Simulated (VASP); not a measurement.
Write the native input for VASP 6.6.1 that does the following.

```
Task                   : relaxation of cell and atoms
Functional             : PBE
Potentials or basis    : VASP PAW PBE potentials, release 64 (Sn_d, C)
Cutoff                 : 600 eV
k mesh                 : 10 × 10 × 10
Occupations            : gaussian, width 0.1 eV
Spin                   : no spin polarisation
Dipole correction      : no
Further INCAR settings : ALGO = Normal; EDIFF = 1e-06; IBRION = 2; EDIFFG = -0.01; NSW = 100; ISIF = 3
```

The structure of Sn3C lies in POSCAR:

```
Sn3C
1.0
    4.4987336458      0.0000000000      0.0000000000
    0.0000000000      4.4987336458      0.0000000000
    0.0000000000      0.0000000000      4.4987336458
Sn C
3 1
Direct
    0.0000000000      0.5000000000      0.5000000000
    0.5000000000      0.0000000000      0.5000000000
    0.5000000000      0.5000000000      0.0000000000
    0.0000000000      0.0000000000      0.0000000000
```

The cell was built from a structure type or drawn by symmetry, and may not be a known phase.

These files were run (other wordings do the same):

INCAR

```
  PREC = Accurate
  ENCUT = 600
  EDIFF = 1E-6
  ISMEAR = 0
  SIGMA = 0.1
  LREAL = F
  LASPH = T
  NELM = 100
  ALGO = Normal
  ISIF = 3
  LWAVE = F
  LCHARG = F
  GGA = PE
  IBRION = 2
  NSW = 100
  EDIFFG = -0.01
```

KPOINTS

```
Automatic mesh
0
Gamma
  10 10 10
```

Potentials or basis: VASP PAW PBE potentials, release 64 (Sn_d, C).

The run is started by

```sh
$ cat potpaw_PBE.64/Sn_d/POTCAR potpaw_PBE.64/C/POTCAR > POTCAR
$ mpirun -np 1 vasp_std > vasp.out
```

Results of the run:

The relaxed volume is 22.33 Å³/atom and the relaxed cell is a = 4.470 Å, b = 4.470 Å, c = 4.470 Å, α = 90.00°, β = 90.00°, γ = 90.00°. The space group after relaxing (to 0.1 Å) is Pm-3m (No. 221) and the energy gained by relaxing is 1.5 meV/atom. The ionic steps are 3 and the pressure after relaxing is 0.0 GPa. The band gap on the k mesh is zero (bands 23 and 24 overlap by 1.44 eV).

Caveat: spin-orbit coupling is left out, which moves the levels of the heavy elements.

Run time: 6.2 min on 1 thread of Intel Xeon 8259CL, on a shared host, peak memory 0.31 GiB.
